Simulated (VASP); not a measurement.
Set up this calculation in VASP 6.6.1, as the native input.

- Task: single point
- Functional: LDA
- Potentials or basis: VASP PAW LDA potentials, release 64 (Si, O)
- Cutoff: 520 eV
- k mesh: 1 × 1 × 1
- Occupations: fermi-dirac, width 0.05 eV
- Spin: no spin polarisation
- Dipole correction: no
- Further INCAR settings: LREAL = Auto; ALGO = Normal; EDIFF = 1e-06; NBANDS = 154

The structure of Si16O31 (a cell with a defect) lies in POSCAR:

```
Si16O31
1.0
    9.9160140000      0.0000000000      0.0000000000
    0.0000000000      8.7413230000      0.0000000000
    0.0000000000      0.0000000000      8.6786430000
Si O
16 31
Direct
    0.4727571986      0.1817426264      0.1655726592
    0.0115045219      0.8480451987      0.1928385578
    0.2337820419      0.3476476044      0.3014564604
    0.4767626387      0.1542509069      0.8062717870
    0.0336025141      0.8132036764      0.8307963584
    0.2292953600      0.3100481472      0.6545143060
    0.2862705720      0.7059625871      0.3237559144
    0.2876697229      0.6651739102      0.6834536229
    0.9840744477      0.2016103283      0.1619640306
    0.4759447697      0.8265086418      0.2064084212
    0.7280181331      0.3349558185      0.3088076097
    0.9821592628      0.1640237982      0.8033660331
    0.5260151912      0.8054704076      0.8436921533
    0.7280200492      0.3083516076      0.6681112473
    0.7507562010      0.6906365318      0.3424347562
    0.7770556798      0.6607894480      0.7037921712
    0.0079339339      0.8053844939      0.0129875143
    0.2776593498      0.5242826515      0.2880374270
    0.2896292805      0.7278621325      0.5090820074
    0.5092266913      0.1856896262     -0.0148246679
    0.0756887798      0.2647357843      0.6914585610
    0.4375017018      0.6820338294      0.7513127340
    0.0110428444     -0.0141125091      0.7736253237
    0.3236704789      0.2504815347      0.1833613850
    0.1481249421      0.7824417425      0.2647698494
    0.2477240351      0.4881123830      0.6924480014
    0.1852362250      0.7631718906      0.7883582721
    0.0784760893      0.3229618674      0.2516796693
    0.3258166033      0.2042897854      0.7594224120
    0.2584202685      0.2843594728      0.4737728007
    0.0132140798      0.0300500279      0.2195534486
    0.6144877367      0.7686269001      0.2829584072
    0.4849679518      0.7958502391      0.0226734756
    0.7508003720      0.5153974976      0.2861821831
    0.7503298200      0.7043301111      0.5268468815
    1.0109356441      0.2108702539     -0.0204508931
    0.5760401306      0.2546849030      0.7010166221
    0.9315749252      0.6978313237      0.7456752167
    0.4965595047     -0.0260891858      0.7757379812
    0.8294949967      0.2432303440      0.1981428433
    0.7487454132      0.4812371079      0.7268910589
    0.6821184399      0.7605526074      0.8170306118
    0.5769969667      0.2864672773      0.2611540767
    0.8271753146      0.1968421714      0.7616023611
    0.7563713605      0.2932737985      0.4863630178
    0.4705662981      0.0099814410      0.2324470542
    0.8813687637      0.7756939081      0.2750540609
```

These files were run (other wordings do the same):

INCAR

```
SYSTEM = Si16O31
PREC     = Accurate       ! precision mode
ENCUT    = 520            ! plane-wave cutoff, eV
EDIFF    = 1E-6           ! SCF threshold, eV
ISMEAR   = -1             ! smearing method
SIGMA    = 0.05           ! smearing width, eV
LREAL    = Auto         
LASPH    = .True.         ! aspherical terms in the spheres
NELM     = 100            ! most SCF steps
ALGO     = Normal         ! electronic algorithm
ISIF     = 2              ! what is computed and relaxed
LWAVE    = .False.        ! write WAVECAR
LCHARG   = .False.        ! write CHGCAR
GGA      = CA             ! functional
NBANDS   = 154            ! bands
```

KPOINTS

```
Automatic mesh
0
Gamma
  1 1 1
  0 0 0
```

Potentials or basis: VASP PAW LDA potentials, release 64 (Si, O).

Launch:

```console
$ cat potpaw_LDA.64/Si/POTCAR potpaw_LDA.64/O/POTCAR > POTCAR
$ mpirun -np 1 vasp_gam > vasp.out
```

Results of the run:

```json
{"Pressure": "-0.2 GPa", "Largest force": "0.094 eV/Å", "Band gap on the k mesh": "5.43 eV"}
```

Caveat: the k points lie up to 0.72 Å⁻¹ apart.

It took 5.1 min on 1 thread of Intel(R) Xeon(R) Platinum 8488C (Sapphire Rapids), on a shared host, peak memory 0.5 GiB.
